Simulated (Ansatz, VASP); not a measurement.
**One calculation of ScAl3, two programs**

INCAR

```
SYSTEM = ScAl3
  PREC = Accurate
  ENCUT = 520
  EDIFF = 1E-6
  ISMEAR = 0
  SIGMA = 0.15
  LREAL = .FALSE.
  LASPH = .TRUE.
  NELM = 60
  ALGO = Fast
  ISIF = 2
  LWAVE = .FALSE.
  LCHARG = .FALSE.
  GGA = PS
  NBANDS = 18
```

KPOINTS

```
regular mesh
0
G
  12 12 12
  0 0 0
```

Contents of POSCAR:

```
ScAl3
1.0
    4.0712986163      0.0000000000      0.0000000000
    0.0000000000      4.0712986163      0.0254456164
    0.0000000000      0.0254456164      4.0712986163
Sc Al
1 3
Direct
    0.0000000000      0.0000000000      0.0000000000
    0.5000000000      0.0000000000      0.5000000000
    0.0000000000      0.5000000000      0.5000000000
    0.5000000000      0.5000000000      0.0000000000
```

Input for Ansatz:

```yaml
crystal:
  lattice:
    - [4.0712986163, 0.0, 0.0]
    - [0.0, 4.0712986163, 0.0254456164]
    - [0.0, 0.0254456164, 4.0712986163]
  atoms:
    - { symbol: Sc, position: [0.0, 0.0, 0.0] }
    - { symbol: Al, position: [0.5, 0.0, 0.5] }
    - { symbol: Al, position: [0.0, 0.5, 0.5] }
    - { symbol: Al, position: [0.5, 0.5, 0.0] }
basis:
  ecutwfc: 420
kpoints:
  mp_grid: { grid: [12, 12, 12] }
hamiltonian:
  xc: pbesol
scf:
  occupations: { method: gaussian, width: 0.15 }
output:
  forces: true
  stress: true
  eigenvalues: true
  write_density: true
  write_potential: true
  elf: true
  volumetric_format: npy
```

Change from the starting cell: strain +0.0125 x Voigt [0, 0, 0, 1, 0, 0], atoms carried along.

Alike in both runs: task single point; functional PBEsol; k mesh 12 × 12 × 12; occupations gaussian, width 0.15 eV; no spin polarisation.

|  | VASP | Ansatz |
| --- | --- | --- |
| version | VASP 6.6.1 | Ansatz 0.2.0 |
| potentials or method | VASP PAW PBE potentials, release 64 (Sc_sv, Al), cutoff 520 eV | scalar-relativistic, plane waves, PAW |
| valence electrons in the cell | 20 | 20 |

Ansatz gave:

```
gap on the k mesh at the Fermi level (eV)                     : none
pressure (GPa)                                                : 0.1
traceless stress, the component that is largest in VASP (GPa) : -0.96
```

Question: Which values does VASP return?

Answer: gap on the k mesh at the Fermi level (eV): none; pressure (GPa): 0.2; traceless stress, the component that is largest in VASP (GPa): -0.96.

VASP's potentials were made for PBE, not for PBEsol. A gap of «none» marks a metal or a gap that the smearing closes. The functional is the same, so the differences come from potentials, cutoffs and numerics.
